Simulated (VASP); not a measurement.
# MgZr2N (P6/mmm) in VASP: notebook

The runs below take MgZr2N through single point, with PBE.

All numbers are computed with VASP 6.6.1; they aren't measurements. Logs are shortened: lines on timing, memory, paths and dates and some standing lists are left out, and cuts for length are marked.

### 1 The cell of the first run

The structure is hexagonal, space group P6/mmm (No. 191). The conventional cell has a = 3.269 Å, b = 3.269 Å, c = 10.091 Å, α = 90.00°, β = 90.00°, γ = 120.00°. Mg (site symmetry 6/mmm) has 2 Zr at 3.16 Å and 6 Mg at 3.27 Å within 4.2 Å. Zr (site symmetry 6mm) has 1 N at 1.89 Å within 2.5 Å. N (site symmetry 6/mmm) has 2 Zr at 1.89 Å within 2.5 Å.

### 2 Single point, PBE, collinear spin, ferromagnetic start

Contents of INCAR:

```
ALGO = Normal
EDIFF = 1E-7
ENCUT = 520
GGA = PE
ISIF = 2
ISMEAR = 0
ISPIN = 2
LASPH = True
LCHARG = False
LMAXMIX = 4
LORBIT = 11
LREAL = False
LWAVE = False
MAGMOM = 0 1 1 0
NBANDS = 28
NELM = 150
PREC = Accurate
SIGMA = 0.1
```

Contents of KPOINTS:

```
k-points
0
Gamma
  6 6 2
```

Contents of POSCAR:

```
MgZr2N
1.0
    3.2688268424      0.0000000000      0.0000000000
   -1.6344134212      2.8308870861      0.0000000000
    0.0000000000      0.0000000000     10.0907725803
Mg Zr N
1 2 1
Direct
    0.0000000000      0.0000000000      0.5000000000
    0.0000000000      0.0000000000      0.8131292615
    0.0000000000      0.0000000000      0.1868707385
    0.0000000000      0.0000000000      0.0000000000
```

Potentials or basis: VASP PAW PBE potentials, release 64 (Mg, Zr_sv, N).

Launch:

```
$ cat potpaw_PBE.64/Mg/POTCAR potpaw_PBE.64/Zr_sv/POTCAR potpaw_PBE.64/N/POTCAR > POTCAR
$ mpirun -np 1 vasp_std > vasp.out
```

OUTCAR:

```text
EDIFF = 1E-7
   ENCUT = 520
   GGA = PE
   ISIF = 2
   ISMEAR = 0
   ISPIN = 2
   LASPH = True
   LORBIT = 11
   LREAL = False
   NELM = 150
   PREC = Accurate

 ion  position               nearest neighbor table
   1  0.000  0.000  0.500-   2 3.16   3 3.16
   2  0.000  0.000  0.813-   4 1.89   1 3.16   3 3.77
   3  0.000  0.000  0.187-   4 1.89   1 3.16   2 3.77
   4  0.000  0.000  0.000-   2 1.89   3 1.89

  LATTYP: Found a hexagonal cell.
 ALAT       =     3.2688268424
 C/A-ratio  =     3.0869706677

  Lattice vectors:

 A1 = (   3.2688268424,   0.0000000000,   0.0000000000)
 A2 = (  -1.6344134212,   2.8308870861,   0.0000000000)
 A3 = (   0.0000000000,   0.0000000000,  10.0907725803)

Analysis of symmetry for initial positions (statically):
=====================================================================
 Subroutine PRICEL returns:
 Original cell was already a primitive cell.

 Routine SETGRP: Setting up the symmetry group for a
 hexagonal supercell.

 Subroutine GETGRP returns: Found 24 space group operations
 (whereof 24 operations were pure point group operations)
 out of a pool of 24 trial point group operations.

The static configuration has the point symmetry D_6h.

Analysis of symmetry for dynamics (positions and initial velocities):
=====================================================================
 Subroutine PRICEL returns:
 Original cell was already a primitive cell.

 Routine SETGRP: Setting up the symmetry group for a
 hexagonal supercell.

 Subroutine GETGRP returns: Found 24 space group operations
 (whereof 24 operations were pure point group operations)
 out of a pool of 24 trial point group operations.

The dynamic configuration has the point symmetry D_6h.

Analysis of structural, dynamic, and magnetic symmetry:
=====================================================================
 Subroutine PRICEL returns:
 Original cell was already a primitive cell.

 Routine SETGRP: Setting up the symmetry group for a
 hexagonal supercell.

 Subroutine GETGRP returns: Found 24 space group operations
 (whereof 24 operations were pure point group operations)
 out of a pool of 24 trial point group operations.

The overall configuration has the point symmetry D_6h.

 Subroutine INISYM returns: Found 24 space group operations
 (whereof 24 operations are pure point group operations),
 and found     1 'primitive' translations

----------------------------------------------------------------------------------------

                                     Primitive cell

  volume of cell :      93.3768

  direct lattice vectors                    reciprocal lattice vectors
     3.268826842  0.000000000  0.000000000     0.305920151  0.176623081  0.000000000
    -1.634413421  2.830887086  0.000000000     0.000000000  0.353246163  0.000000000
     0.000000000  0.000000000 10.090772580     0.000000000  0.000000000  0.099100440

  length of vectors
     3.268826842  3.268826842 10.090772580     0.353246163  0.353246163  0.099100440

  position of ions in fractional coordinates (direct lattice)
     0.000000000  0.000000000  0.500000000
     0.000000000  0.000000000  0.813129262
     0.000000000  0.000000000  0.186870738
     0.000000000  0.000000000  0.000000000

  ion indices of the primitive-cell ions
   primitive index   ion index
                 1           1
                 2           2
                 3           3
                 4           4

----------------------------------------------------------------------------------------

 KPOINTS: k-points

Automatic generation of k-mesh.
 Grid dimensions read from file:
 generate k-points for:    6    6    2

 Generating k-lattice:

  Cartesian coordinates                     Fractional coordinates (reciprocal lattice)
     0.050986692  0.029437180  0.000000000     0.166666667  0.000000000  0.000000000
     0.000000000  0.058874360  0.000000000     0.000000000  0.166666667  0.000000000
     0.000000000  0.000000000  0.049550220     0.000000000  0.000000000  0.500000000

  Length of vectors
     0.058874360  0.058874360  0.049550220

  Shift w.r.t. Gamma in fractional coordinates (k-lattice)
     0.000000000  0.000000000  0.000000000

 Subroutine IBZKPT returns following result:
 ===========================================

 Found     14 irreducible k-points:

 Following reciprocal coordinates:
            Coordinates               Weight
  0.000000  0.000000  0.000000      1.000000
  0.166667  0.000000  0.000000      6.000000
  0.333333  0.000000  0.000000      6.000000
  0.500000  0.000000  0.000000      3.000000
  0.166667  0.166667  0.000000      6.000000
  0.333333  0.166667  0.000000     12.000000
  0.333333  0.333333  0.000000      2.000000
  0.000000  0.000000  0.500000      1.000000
  0.166667  0.000000  0.500000      6.000000
  0.333333  0.000000  0.500000      6.000000
  0.500000  0.000000  0.500000      3.000000
  0.166667  0.166667  0.500000      6.000000
  0.333333  0.166667  0.500000     12.000000
  0.333333  0.333333  0.500000      2.000000
   k-points           NKPTS =     14   k-points in BZ     NKDIM =     14   number of bands    NBANDS=     28
   number of dos      NEDOS =    301   number of ions     NIONS =      4
   total plane-waves  NPLWV =  46080
   dimension x,y,z NGX =    24 NGY =   24 NGZ =   80
   dimension x,y,z NGXF=    48 NGYF=   48 NGZF=  160
   ions per type =               1   2   1
   NGX,Y,Z   is equivalent  to a cutoff of  12.21, 12.21, 13.18 a.u.
   NGXF,Y,Z  is equivalent  to a cutoff of  24.41, 24.41, 26.36 a.u.
 SYSTEM =  unknown system
   PREC   = accura    normal or accurate (medium, high low for compatibility)
   ISTART =      0    job   : 0-new  1-cont  2-samecut
   ICHARG =      2    charge: 1-file 2-atom 10-const
   ISPIN  =      2    spin polarized calculation?
   LNONCOLLINEAR =      F non collinear calculations
   LSORBIT =      F    spin-orbit coupling
   LASPH  =      T    aspherical Exc in radial PAW
   ENCUT  =  520.0 eV  38.22 Ry    6.18 a.u.   6.08  6.08 18.76*2*pi/ulx,y,z
   NELM   =    150;   NELMIN=  2; NELMDL= -5     # of ELM steps
   EDIFF  = 0.1E-06   stopping-criterion for ELM
   LREAL  =      F    real-space projection
   EDIFFG = 0.1E-05   stopping-criterion for IOM
   NSW    =      0    number of steps for IOM
   IBRION =     -1    ionic relax: 0-MD 1-quasi-New 2-CG
   NFREE  =      0    steps in history (QN), initial steepest desc. (CG)
   ISIF   =      2    stress and relaxation
   ISYM   =      2    0-nonsym 1-usesym 2-fastsym
   POTIM  = 0.5000    time-step for ionic-motion
   TEBEG  =    0.0;   TEEND  =   0.0 temperature during run
   PSTRESS=    0.0 pullay stress
   NELECT =      31.0000    total number of electrons
   NUPDOWN=      -1.0000    fix difference up-down
   EMIN   =  10.00;   EMAX   =-10.00  energy-range for DOS
   EFERMI =   0.00;   METHOD = LEGACY
   ISMEAR =     0;   SIGMA  =   0.10  broadening in eV -4-tet -1-fermi 0-gaus
   EFERMI_NEDOS =   21; number of points for ismear=-14 and -15
   IALGO  =     38    algorithm
   IMIX   =      4    mixing-type and parameters
     AMIX     =   0.40;   BMIX     =  1.00
     AMIX_MAG =   1.60;   BMIX_MAG =  1.00
  volume/ion in A,a.u.               =      23.34       157.53
  Fermi-wavevector in a.u.,A,eV,Ry     =   1.133572  2.142140 17.483288  1.284985
  Thomas-Fermi vector in A             =   2.270275
   LORBIT       =     11    0 simple, 1 ext, 2 COOP (PROOUT), +10 PAW based schemes
   GGA     = PE    functional components
   LHFCALC =     F    Hartree Fock is set to
   AEXX    =    0.0000 exact exchange contribution
   IVDW    =     0    specifies the selected vdW correction
   LEPSILON=     F    determine dielectric tensor
   LRPA    =     F    only Hartree local field effects (RPA)
 spin polarized calculation
 Gauss-broadening in eV      SIGMA  =   0.10
  energy-cutoff  :      520.00
  volume of cell :       93.38
 maximum number of plane-waves:      2544
   NGX = 13   NGY = 13   NGZ = 37

 number of electron      31.0000000 magnetization       0.0040080

 number of electron      31.0000000 magnetization      -0.0000068

 Free energy of the ion-electron system (eV)
  ---------------------------------------------------
  ext. energy  EPLUGINS =         0.00000000
  ---------------------------------------------------
  free energy    TOTEN  =       -25.93888538 eV

  energy without entropy =      -25.92776538  energy(sigma->0) =      -25.93332538

 E-fermi :   4.7243     XC(G=0):  -9.4297

 val. band max:        4.5562331661   @ k =   0.3333   0.1667   0.0000
 cond. band min:       4.7385636350   @ k =   0.0000   0.0000   0.0000
 fundamental gap:      0.1823304688
 Fermi energy:         4.7242644835

 spin component 1

 k-point     1 :       0.0000    0.0000    0.0000
  band No.  band energies     occupation
      1     -43.9531      1.00000
      2     -43.9482      1.00000
      3     -22.3541      1.00000
      4     -22.1670      1.00000
      5     -21.7046      1.00000
      6     -21.7046      1.00000
[... 19 lines left out ...]
     26      11.8435      0.00000
     27      13.4899      0.00000

 k-point     2 :       0.1667    0.0000    0.0000
  band No.  band energies     occupation
      1     -43.9350      1.00000
      2     -43.9301      1.00000
      3     -22.3294      1.00000
      4     -22.1459      1.00000
      5     -21.8605      1.00000
      6     -21.8505      1.00000
[... 19 lines left out ...]
     26      12.7825      0.00000
     27      12.8507      0.00000

 k-point     3 :       0.3333    0.0000    0.0000
  band No.  band energies     occupation
      1     -43.8984      1.00000
      2     -43.8937      1.00000
      3     -22.2796      1.00000
      4     -22.1615      1.00000
      5     -22.1499      1.00000
      6     -22.1030      1.00000
[... 293 lines left out ...]
  band No.  band energies     occupation
      1     -43.8800      1.00000
      2     -43.8754      1.00000
      3     -22.2544      1.00000
      4     -22.2316      1.00000
      5     -22.2193      1.00000
      6     -22.0821      1.00000
[... 19 lines left out ...]
     26      10.7369      0.00000
     27      12.2827      0.00000

 k-point    14 :       0.3333    0.3333    0.5000
  band No.  band energies     occupation
      1     -43.8708      1.00000
      2     -43.8663      1.00000
      3     -22.2419      1.00000
      4     -22.1273      1.00000
      5     -22.1273      1.00000
      6     -22.1158      1.00000
[... 19 lines left out ...]
     26      11.4273      0.00000
     27      12.5122      0.00000
 Fermi energy:         4.7242644835

 spin component 2

 k-point     1 :       0.0000    0.0000    0.0000
  band No.  band energies     occupation
      1     -43.9531      1.00000
      2     -43.9482      1.00000
      3     -22.3541      1.00000
      4     -22.1670      1.00000
      5     -21.7046      1.00000
      6     -21.7046      1.00000
[... 19 lines left out ...]
     26      11.8436      0.00000
     27      13.4899      0.00000

 k-point     2 :       0.1667    0.0000    0.0000
  band No.  band energies     occupation
      1     -43.9350      1.00000
      2     -43.9301      1.00000
      3     -22.3294      1.00000
      4     -22.1459      1.00000
      5     -21.8605      1.00000
      6     -21.8505      1.00000
[... 19 lines left out ...]
     26      12.7826      0.00000
     27      12.8507      0.00000

 k-point     3 :       0.3333    0.0000    0.0000
  band No.  band energies     occupation
      1     -43.8984      1.00000
      2     -43.8937      1.00000
      3     -22.2796      1.00000
      4     -22.1615      1.00000
      5     -22.1499      1.00000
      6     -22.1030      1.00000
[... 293 lines left out ...]
  band No.  band energies     occupation
      1     -43.8800      1.00000
      2     -43.8754      1.00000
      3     -22.2544      1.00000
      4     -22.2316      1.00000
      5     -22.2193      1.00000
      6     -22.0821      1.00000
[... 19 lines left out ...]
     26      10.7369      0.00000
     27      12.2827      0.00000

 k-point    14 :       0.3333    0.3333    0.5000
  band No.  band energies     occupation
      1     -43.8708      1.00000
      2     -43.8662      1.00000
      3     -22.2419      1.00000
      4     -22.1273      1.00000
      5     -22.1273      1.00000
      6     -22.1158      1.00000
[... 19 lines left out ...]
     26      11.4273      0.00000
     27      12.5121      0.00000
 [bands above 27 left out]

------------------------ aborting loop because EDIFF is reached ----------------------------------------

  FORCE on cell =-STRESS in cart. coord.  units (eV):
  Direction    XX          YY          ZZ          XY          YZ          ZX
  --------------------------------------------------------------------------------------
  -------------------------------------------------------------------------------------
  Total       -0.0378407     -0.0378407      0.2477594      0.0000000      0.0000000     -0.0000000
  in kB       -0.6492787     -0.6492787      4.2511056      0.0000000      0.0000000     -0.0000000
  external PRESSURE =       0.9841827 kB  Pullay stress =       0.0000000 kB

 VOLUME and BASIS-vectors are now :
 -----------------------------------------------------------------------------
  energy-cutoff  :      520.00
  volume of cell :       93.38
      direct lattice vectors                 reciprocal lattice vectors
     3.268826842  0.000000000  0.000000000     0.305920151  0.176623081  0.000000000
    -1.634413421  2.830887086  0.000000000     0.000000000  0.353246163  0.000000000
     0.000000000  0.000000000 10.090772580     0.000000000  0.000000000  0.099100440

 POSITION                                       TOTAL-FORCE (eV/Angst)
 -----------------------------------------------------------------------------------
      0.00000      0.00000      5.04539         0.000000     -0.000000      0.000000
      0.00000      0.00000      8.20510         0.000000      0.000000     -0.079749
      0.00000      0.00000      1.88567        -0.000000     -0.000000      0.079749
      0.00000      0.00000      0.00000         0.000000     -0.000000      0.000000
 -----------------------------------------------------------------------------------
    total drift:                                0.000000      0.000000      0.000000

  FREE ENERGIE OF THE ION-ELECTRON SYSTEM (eV)
  ---------------------------------------------------
  free  energy   TOTEN  =       -25.9388853767 eV

  energy  without entropy=      -25.9277653826  energy(sigma->0) =      -25.93332538

 total charge

# of ion       s       p       d       tot
------------------------------------------
    1        0.208   0.099   0.009   0.316
    2        2.244   5.952   1.777   9.973
    3        2.244   5.952   1.777   9.973
    4        1.310   2.442   0.000   3.752
--------------------------------------------------
tot          6.007  14.444   3.564  24.015

 magnetization (x)

# of ion       s       p       d       tot
------------------------------------------
    1        0.000  -0.000  -0.000  -0.000
    2        0.000  -0.000   0.000   0.000
    3        0.000  -0.000   0.000   0.000
    4       -0.000  -0.000   0.000  -0.000
--------------------------------------------------
tot          0.000  -0.000   0.000   0.000
```

Run time: 77 s. Hardware: 1 thread of Intel Xeon 6975P-C, shared host; peak memory 0.27 GiB.

Results:

- Free energy: -25.9389 eV
- Pressure: 0.1 GPa
- Largest force: 0.080 eV/Å
- Net moment: 0.00 μB per cell
- Valence electrons inside the program's atomic spheres: Mg 0.32; Zr 9.97; N 3.75

Forces on the atoms (eV/Å):
```
Mg   0.000  0.000  0.000
Zr   0.000  0.000 -0.080
Zr   0.000  0.000  0.080
N    0.000  0.000  0.000
```

Stress tensor (GPa, compression positive):
```
-0.06  0.00  0.00
 0.00 -0.06  0.00
 0.00  0.00  0.43
```

Levels at points of the mesh, in eV from the Fermi level:
Spin up:
```tsv
k point	band 13	band 14	band 15	band 16	band 17	band 18
(0.00, 0.00, 0.00)	-2.94	-1.03	-1.03	0.01	1.33	1.33
(0.50, 0.00, 0.00)	-1.59	-1.54	-0.99	-0.35	-0.33	2.58
(0.00, 0.00, 0.50)	-2.45	-1.13	-1.03	-1.03	1.33	1.33
(0.50, 0.00, 0.50)	-1.63	-1.59	-1.34	0.20	0.53	1.38
```
Spin down:
```
           k point  band 12  band 13  band 14  band 15  band 16  band 17  band 18  band 19
(0.00, 0.00, 0.00)    -3.08    -2.94    -1.03    -1.03     0.01     1.33     1.33     1.40
(0.50, 0.00, 0.00)    -1.77    -1.59    -1.54    -0.99    -0.35    -0.33     2.58     2.77
(0.00, 0.00, 0.50)    -3.09    -2.45    -1.13    -1.03    -1.03     1.33     1.33     1.40
(0.50, 0.00, 0.50)    -1.68    -1.63    -1.59    -1.34     0.20     0.53     1.38     1.93
```

Caveat: the k points lie up to 0.37 Å⁻¹ apart.

[end of part 1 of 2]
